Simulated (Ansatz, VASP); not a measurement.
**Al2Ru: VASP beside Ansatz**

INCAR

```
PREC     = Accurate       # precision mode
ENCUT    = 520            # plane-wave cutoff, eV
EDIFF    = 1E-7           # SCF threshold, eV
ISMEAR   = 0              # smearing method
SIGMA    = 0.1            # smearing width, eV
LREAL    = False          # projectors in reciprocal space
LASPH    = True           # aspherical terms in the spheres
NELM     = 100            # most SCF steps
ALGO     = Normal         # electronic algorithm
ISIF     = 2              # what is computed and relaxed
LWAVE    = False          # write WAVECAR
LCHARG   = True           # write CHGCAR
GGA      = PS             # functional
LELF     = True           # ELF
LVHAR    = True         
NBANDS   = 17             # bands
```

KPOINTS

```
regular mesh
0
Gamma
  16 16 16
```

The input POSCAR:

```
Al2Ru
1.0
   -1.6101522570      1.6101522570      4.1030461988
    1.6101522570     -1.6101522570      4.1030461988
    1.6101522570      1.6101522570     -4.1030461988
Al Ru
2 1
Direct
    0.6334775435      0.6334775435      0.0000000000
    0.3250480933      0.3250480933      0.0000000000
    0.0414743632      0.0414743632      0.0000000000
```

Input for Ansatz:

```yaml
crystal:
  lattice:
    - [-1.610152257, 1.610152257, 4.1030461988]
    - [1.610152257, -1.610152257, 4.1030461988]
    - [1.610152257, 1.610152257, -4.1030461988]
  atoms:
    - { symbol: Al, position: [0.6334775435, 0.6334775435, 0.0] }
    - { symbol: Al, position: [0.3250480933, 0.3250480933, 0.0] }
    - { symbol: Ru, position: [0.0414743632, 0.0414743632, 0.0] }
basis:
  ecutwfc: 420
kpoints:
  mp_grid: { grid: [16, 16, 16] }
hamiltonian:
  xc: pbesol
scf:
  occupations: { method: gaussian, width: 0.1 }
output:
  forces: true
  stress: true
  eigenvalues: true
```

Alike in both runs: task single point; functional PBEsol; k mesh 16 × 16 × 16; occupations gaussian, width 0.1 eV; no spin polarisation.

|  | VASP | Ansatz |
| --- | --- | --- |
| version | VASP 6.6.1 | Ansatz 0.2.0 |
| potentials or method | VASP PAW PBE potentials, release 64 (Al, Ru_pv), cutoff 520 eV | scalar-relativistic, plane waves, PAW |
| valence electrons in the cell | 20 | 22 |

```csv
,VASP,Ansatz,Ansatz less VASP
gap on the k mesh at the Fermi level (eV),none,none,-
pressure (GPa),10.3,10.1,-0.19
"traceless stress, the component that is largest in VASP (GPa)",13.54,13.48,-0.060
rms of the force components (eV/Å),1.857,1.842,-0.0156
```

VASP's potentials were made for PBE, not for PBEsol. Atom by atom the forces differ by 0.017 eV/Å (rms over components). A gap of «none» marks a metal or a gap that the smearing closes. VASP's potentials hold 20 valence electrons a cell and Ansatz's 22, so a difference there can come from the potentials and not from the codes.
